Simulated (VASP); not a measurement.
Set up this calculation in VASP 6.6.1, as the native input.

- Task: single point
- Functional: PBE
- Potentials or basis: VASP PAW PBE potentials, release 64 (Si, Sn_d)
- Cutoff: 520 eV
- k mesh: 3 × 3 × 6
- Occupations: gaussian, width 0.2 eV
- Spin: no spin polarisation
- Dipole correction: no
- Further INCAR settings: ALGO = Normal; EDIFF = 1e-07; NBANDS = 28

The structure of Si6Sn lies in POSCAR:

```
Si6Sn
1.0
    7.3257404072      0.0000000000      0.0000000000
   -3.6628702036      6.3442772942      0.0000000000
    0.0000000000      0.0000000000      2.5818997678
Si Sn
6 1
Direct
    0.3025293473      0.4483926229      0.0000000000
    0.4483926229      0.1458632755      0.0000000000
    0.8541367245      0.3025293473      0.0000000000
    0.5516073771      0.8541367245      0.0000000000
    0.6974706527      0.5516073771      0.0000000000
    0.1458632755      0.6974706527      0.0000000000
    0.0000000000      0.0000000000      0.0000000000
```

These files were run (other wordings do the same):

INCAR

```
PREC = Accurate ; ENCUT = 520
EDIFF = 1E-7 ; ISMEAR = 0
SIGMA = 0.2 ; LREAL = False
LASPH = True ; NELM = 80
ALGO = Normal ; ISIF = 2
LWAVE = False ; LCHARG = True
GGA = PE ; LELF = True
LVHAR = True ; NBANDS = 28
```

KPOINTS

```
regular mesh
0
Gamma
  3 3 6
```

Potentials or basis: VASP PAW PBE potentials, release 64 (Si, Sn_d).

Run with:

```bash
$ cat potpaw_PBE.64/Si/POTCAR potpaw_PBE.64/Sn_d/POTCAR > POTCAR
$ mpirun -np 1 vasp_std > vasp.out
```

It gave:

| Property | Result |
| --- | --- |
| Pressure | 0.4 GPa |
| Largest force | 0.022 eV/Å |
| Band gap on the k mesh | zero (band 19 reaches 10.55 eV, above the bottom of band 20 at 7.21 eV) |

Caveat: the k points lie up to 0.41 Å⁻¹ apart; spin-orbit coupling is left out, which moves the levels of the heavy elements.

Wall time 53 s on 1 thread of Intel Xeon 6975P-C, on a shared host, peak memory 0.24 GiB.
